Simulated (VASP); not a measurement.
Ni3B2W, 6 atoms in the cell. It takes space group P6/mmm (No. 191, hexagonal). Conventional cell: a = 4.797 Å, b = 4.797 Å, c = 2.909 Å, α = 90.00°, β = 90.00°, γ = 120.00°. Within 2.7 Å of Ni (site symmetry mmm) lie 4 B at 2.01 Å and 4 Ni at 2.40 Å. Within 2.7 Å of B (site symmetry -6m2) lie 6 Ni at 2.01 Å. Within 3.7 Å of W (site symmetry 6/mmm) lie 6 B at 2.77 Å and 12 Ni at 2.81 Å and 2 W at 2.91 Å. 

```yaml
Program: VASP 6.6.1
Task: single point
Functional: r2SCAN
Potentials_or_basis: VASP PAW PBE potentials, release 64 (Ni, B, W_sv)
Cutoff: 520 eV
k_mesh: 4 × 4 × 6
Occupations: fermi-dirac, width 0.1 eV
Spin: no spin polarisation
Dipole_correction: no
Further_INCAR_settings: ALGO = Normal; EDIFF = 1e-07; NBANDS = 34
```

Potentials or basis: VASP PAW PBE potentials, release 64 (Ni, B, W_sv).

The run is started by

```bash
$ cat potpaw_PBE.64/Ni/POTCAR potpaw_PBE.64/B/POTCAR potpaw_PBE.64/W_sv/POTCAR > POTCAR
$ cp INCAR.step1 INCAR
$ mpirun -np 1 vasp_std > vasp.out
$ cp INCAR.step2 INCAR
$ mpirun -np 1 vasp_std > vasp.out
```

Hardware: 1 thread of Intel(R) Xeon(R) Platinum 8488C (Sapphire Rapids), on a shared host.

Q: Estimate the wall time of this run.

A: It took 2.1 min on 1 thread of Intel(R) Xeon(R) Platinum 8488C (Sapphire Rapids) (shared host), peak memory 0.19 GiB. Counts: k points 16.
